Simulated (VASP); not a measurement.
Set up this calculation in VASP 6.6.1, as the native input.

- Task: single point
- Functional: PBE
- Potentials or basis: VASP PAW PBE potentials, release 64 (Hg)
- Cutoff: 520 eV
- k mesh: 6 × 6 × 6
- Occupations: gaussian, width 0.1 eV
- Spin: no spin polarisation
- Dipole correction: no
- Further INCAR settings: ALGO = Normal; EDIFF = 1e-06; NBANDS = 12

The structure of Hg lies in POSCAR:

```
Hg
1.0
   -2.0466732271      2.0466732271      1.7822110006
    2.0466732271     -2.0466732271      1.7822110006
    2.0466732271      2.0466732271     -1.7822110006
Hg
1
Direct
    0.0000000000      0.0000000000      0.0000000000
```

These files were run (other wordings do the same):

INCAR

```
SYSTEM = Hg
PREC     = Accurate       ! precision mode
ENCUT    = 520            ! plane-wave cutoff, eV
EDIFF    = 1E-6           ! SCF threshold, eV
ISMEAR   = 0              ! smearing method
SIGMA    = 0.1            ! smearing width, eV
LREAL    = .FALSE.        ! projectors in reciprocal space
LASPH    = .TRUE.         ! aspherical terms in the spheres
NELM     = 60             ! most SCF steps
ALGO     = Normal         ! electronic algorithm
ISIF     = 2              ! what is computed and relaxed
LWAVE    = .FALSE.        ! write WAVECAR
LCHARG   = .TRUE.         ! write CHGCAR
GGA      = PE             ! functional
LELF     = .TRUE.         ! ELF
LVHAR    = .TRUE.       
NBANDS   = 12             ! bands
```

KPOINTS

```
regular mesh
0
G
  6 6 6
  0 0 0
```

Potentials or basis: VASP PAW PBE potentials, release 64 (Hg).

The run is started by

```sh
$ cat potpaw_PBE.64/Hg/POTCAR > POTCAR
$ mpirun -np 1 vasp_std > vasp.out
```

Results of the run:

The pressure is -0.3 GPa and the band gap on the k mesh is zero (bands 6 and 7 overlap by 2.02 eV).

Caveat: the k points lie up to 0.39 Å⁻¹ apart, too coarse for converged energies and pressures of a metal; spin-orbit coupling is left out, which moves the levels of the heavy elements.

Run time: 17 s on 1 thread of Intel Xeon 8259CL (shared host), peak memory 0.16 GiB.
